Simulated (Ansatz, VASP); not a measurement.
## CdSe in VASP and in Ansatz

Contents of INCAR:

```
SYSTEM = CdSe
PREC     = Accurate       ! precision mode
ENCUT    = 600            ! plane-wave cutoff, eV
EDIFF    = 1E-7           ! SCF threshold, eV
ISMEAR   = 0              ! smearing method
SIGMA    = 0.1            ! smearing width, eV
LREAL    = .FALSE.        ! projectors in reciprocal space
LASPH    = .TRUE.         ! aspherical terms in the spheres
NELM     = 80             ! most SCF steps
ALGO     = Normal         ! electronic algorithm
ISIF     = 3              ! what is computed and relaxed
LWAVE    = .FALSE.        ! write WAVECAR
LCHARG   = .FALSE.        ! write CHGCAR
GGA      = PE             ! functional
IBRION   = 2              ! ionic algorithm
NSW      = 90             ! ionic steps
EDIFFG   = -0.04          ! ionic threshold
```

File KPOINTS:

```
Automatic mesh
0
G
  4 4 2
  0 0 0
```

File POSCAR:

```
CdSe
1.0
    3.7891502800      0.0000000000      0.0000000000
    0.0000000000      4.2770741000      0.0000000000
    0.0000000000      0.0000000000      9.8822434000
Cd Se
3 3
Direct
    0.5000000000      0.5000000000      0.1780484600
    0.5000000000      0.5000000000      0.8219515400
    0.0000000000      0.0000000000      0.5000000000
    0.5000000000      0.0000000000      0.3219515400
    0.0000000000      0.5000000000      0.0000000000
    0.5000000000      0.0000000000      0.6780484600
```

Input for Ansatz:

```yaml
crystal:
  lattice:
    - [3.78915028, 0.0, 0.0]
    - [0.0, 4.2770741, 0.0]
    - [0.0, 0.0, 9.8822434]
  atoms:
    - { symbol: Cd, position: [0.5, 0.5, 0.17804846] }
    - { symbol: Cd, position: [0.5, 0.5, 0.82195154] }
    - { symbol: Cd, position: [0.0, 0.0, 0.5] }
    - { symbol: Se, position: [0.5, 0.0, 0.32195154] }
    - { symbol: Se, position: [0.0, 0.5, 0.0] }
    - { symbol: Se, position: [0.5, 0.0, 0.67804846] }
basis:
  ecutwfc: 420
kpoints:
  mp_grid: { grid: [4, 4, 2] }
hamiltonian:
  xc: pbe
scf:
  occupations: { method: gaussian, width: 0.1 }
  lower_state_search: "off"
output:
  forces: true
  stress: true
  eigenvalues: true
relax:
  adjacent_minimum: "off"
  f_tol: 0.04
  max_steps: 70
  cell: { stress_tol: 0.4 }
```

Alike in both runs: task relaxation of cell and atoms; functional PBE; k mesh 4 × 4 × 2; occupations gaussian, width 0.1 eV; no spin polarisation.

|  | VASP | Ansatz |
| --- | --- | --- |
| version | VASP 6.6.1 | Ansatz 0.2.0 |
| potentials or method | VASP PAW PBE potentials, release 64 (Cd, Se), cutoff 600 eV | scalar-relativistic, plane waves, PAW |
| valence electrons in the cell | 54 | 108 |

|  | VASP | Ansatz | Ansatz less VASP |
| --- | --- | --- | --- |
| gap on the k mesh at the Fermi level, each at its own relaxed structure (eV) | none | none | - |
| relaxed volume (Å³/atom) | 31.05 | 30.76 | -0.282 |
| relaxed cell length with the largest relative difference (Å) | 4.386 | 4.360 | -0.0258 |

A gap of «none» marks a metal or a gap that the smearing closes. VASP's potentials hold 54 valence electrons a cell and Ansatz's 108, so a difference there can come from the potentials and not from the codes.

The k mesh is coarse, so the values compare programs but aren't converged. Noted on VASP's run: the volume moved by over 15 % at a fixed basis, so the end points are rough.
